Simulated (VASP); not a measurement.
The system is Cu.

```xyz
1
Lattice="0.0000 1.8159 1.8159 1.8159 0.0000 1.8159 1.8159 1.8159 0.0000" Properties=species:S:1:pos:R:3 pbc="T T T"
Cu    0.0000    0.0000    0.0000
```

| Quantity | Value |
| --- | --- |
| Program | VASP 6.6.1 |
| Task | relaxation of cell and atoms |
| Functional | r2SCAN |
| Potentials or basis | VASP PAW PBE potentials, release 64 (Cu) |
| Cutoff | 600 eV |
| k mesh | 10 × 10 × 10 |
| Occupations | fermi-dirac, width 0.02 eV |
| Spin | no spin polarisation |

At the start: pressure -5.9 GPa; volume 11.98 Å³/atom.

**Question.** How do energy, volume and symmetry change on relaxing?

**Answer.** Over 4 steps the energy falls by 8.8 meV/atom and the volume is 11.50 Å³/atom (-4.0 %); space group Fm-3m (No. 225, to 0.05 Å).

Step by step:
```
step  energy change (eV)  largest force (eV/Å)  pressure (GPa)  volume (Å³)
   1              0.0000                0.0000           -5.94        11.98
   2             -0.0053                0.0000            4.08        11.22
   3             -0.0088                0.0000           -0.14        11.51
   4             -0.0088                0.0000            0.06        11.50
```

Final structure:
```cif
data_structure
_symmetry_space_group_name_H-M 'P 1'
_symmetry_Int_Tables_number 1
_cell_length_a 2.5335
_cell_length_b 2.5335
_cell_length_c 2.5335
_cell_angle_alpha 60.000
_cell_angle_beta 60.000
_cell_angle_gamma 60.000
_cell_volume 11.50
loop_
_atom_site_label
_atom_site_type_symbol
_atom_site_fract_x
_atom_site_fract_y
_atom_site_fract_z
_atom_site_occupancy
Cu1 Cu 0.00000 0.00000 0.00000 1
```

Caveat: the PAW data sets were made with another functional, which shifts forces and pressure a little.
